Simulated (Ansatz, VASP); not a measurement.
**SnTe: VASP beside Ansatz**

INCAR

```
PREC     = Accurate       # precision mode
ENCUT    = 520            # plane-wave cutoff, eV
EDIFF    = 1E-6           # SCF threshold, eV
ISMEAR   = 0              # smearing method
SIGMA    = 0.01           # smearing width, eV
LREAL    = F              # projectors in reciprocal space
LASPH    = T              # aspherical terms in the spheres
NELM     = 100            # most SCF steps
ALGO     = Normal         # electronic algorithm
ISIF     = 2              # what is computed and relaxed
LWAVE    = F              # write WAVECAR
LCHARG   = T              # write CHGCAR
GGA      = PE             # functional
LELF     = T              # ELF
LVHAR    = T            
NBANDS   = 17             # bands
```

KPOINTS

```
Automatic mesh
0
Gamma
  10 10 10
```

POSCAR

```
SnTe
1.0
    0.0000000000      3.2382365225      3.2382365225
    3.2382365225      0.0000000000      3.2382365225
    3.2382365225      3.2382365225      0.0000000000
Sn Te
1 1
Direct
    0.0000000000      0.0000000000      0.0000000000
    0.5000000000      0.5000000000      0.5000000000
```

Input for Ansatz:

```yaml
crystal:
  lattice:
    - [0.0, 3.2382365225, 3.2382365225]
    - [3.2382365225, 0.0, 3.2382365225]
    - [3.2382365225, 3.2382365225, 0.0]
  atoms:
    - { symbol: Sn, position: [0.0, 0.0, 0.0] }
    - { symbol: Te, position: [0.5, 0.5, 0.5] }
basis:
  ecutwfc: 420
kpoints:
  mp_grid: { grid: [10, 10, 10] }
hamiltonian:
  xc: pbe
scf:
  occupations: { method: gaussian, width: 0.01 }
output:
  forces: true
  stress: true
  eigenvalues: true
```

Alike in both runs: task single point; functional PBE; k mesh 10 × 10 × 10; occupations gaussian, width 0.01 eV; no spin polarisation.

|  | VASP | Ansatz |
| --- | --- | --- |
| version | VASP 6.6.1 | Ansatz 0.2.0 |
| potentials or method | VASP PAW PBE potentials, release 64 (Sn_d, Te), cutoff 520 eV | scalar-relativistic, plane waves, PAW |
| valence electrons in the cell | 20 | 30 |

```csv
,VASP,Ansatz,Ansatz less VASP
gap on the k mesh at the Fermi level (eV),0.13,0.14,+0.001
least direct gap on the mesh (eV),0.13,0.14,+0.001
pressure (GPa),-1.2,-1.2,+0.06
```

VASP's potentials hold 20 valence electrons a cell and Ansatz's 30, so a difference there can come from the potentials and not from the codes.

Spin-orbit coupling is off throughout.
